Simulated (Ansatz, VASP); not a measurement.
Two plane-wave programs on ZnS

```
Zn S
1.0
     5.38903    0.00000    0.00000
     0.00000   -5.38903    0.00000
     0.00000    0.00000   -5.38903
Zn S
4 4
Cartesian
  0.0173 0.0901 0.0120
  2.7059 -2.8834 0.5024
  2.1388 0.3943 -2.3795
  0.3123 -2.8008 -3.2215
  3.8045 -4.1815 -4.1901
  1.3902 -1.4802 -4.0455
  1.6229 -4.3075 -1.4144
  4.1752 -0.9981 -1.4304
```

Change from the starting cell: all atoms moved at random (sigma 0.22 Å a component).

Alike in both runs: task single point; functional r2SCAN; k mesh 4 × 4 × 4; occupations gaussian, width 0.05 eV; no spin polarisation.

|  | VASP | Ansatz |
| --- | --- | --- |
| version | VASP 6.6.1 | Ansatz 0.2.0 |
| potentials or method | VASP PAW PBE potentials, release 64 (Zn, S), cutoff 520 eV | scalar-relativistic, plane waves, PAW |
| valence electrons in the cell | 72 | 72 |

Ansatz gave:

| Property | Result |
| --- | --- |
| gap on the k mesh at the Fermi level (eV) | 0.59 |
| least direct gap on the mesh (eV) | 0.60 |
| rms of the force components (eV/Å) | 24.807 |

Task: Which values does VASP return?

Result: gap on the k mesh at the Fermi level (eV): 0.53; least direct gap on the mesh (eV): 0.53; rms of the force components (eV/Å): 27.386.

VASP's potentials were made for PBE, not for r2SCAN. Atom by atom the forces differ by 2.596 eV/Å (rms over components).
